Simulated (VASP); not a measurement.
Runs of VASP 6.6.1 on SnO2. The structure is that of space group P4_2/mnm (No. 136), or close to it. The cells are those of the table. 

```csv
level,cell,gap on the mesh (eV),pressure (GPa),largest force (eV/Å)
r2SCAN,"a = 4.761, b = 4.761, c = 3.200 Å, 6 atoms",(b),1.1,(a)
PBE,"a = 4.875, b = 4.875, c = 3.270 Å, 6 atoms",0.36,-4.5,0.08
r2SCAN,"a = 4.712, b = 4.712, c = 3.168 Å, 6 atoms",2.17,8.3,0.14
r2SCAN,"a = 4.808, b = 4.808, c = 3.232 Å, 6 atoms",1.44,-5.0,0.08
PBE,"a = 4.922, b = 4.922, c = 3.302 Å, 6 atoms",0.07,-8.7,0.17
```

Alike in all rows: task single point; potentials or basis VASP PAW PBE potentials, release 64 (Sn_d, O); no spin polarisation; k mesh 4 × 4 × 6; cutoff (eV) 520; smearing gaussian 0.01 eV.

Q: Fill in the values left out.

A: (a) 0.02; (b) 1.79.

Caveats: spin-orbit coupling is left out, which moves the levels of the heavy elements; the PAW data sets were made with another functional, which shifts forces and pressure a little (some runs).

A k mesh can miss the band edges, and the runs leave out spin-orbit coupling on Sn.
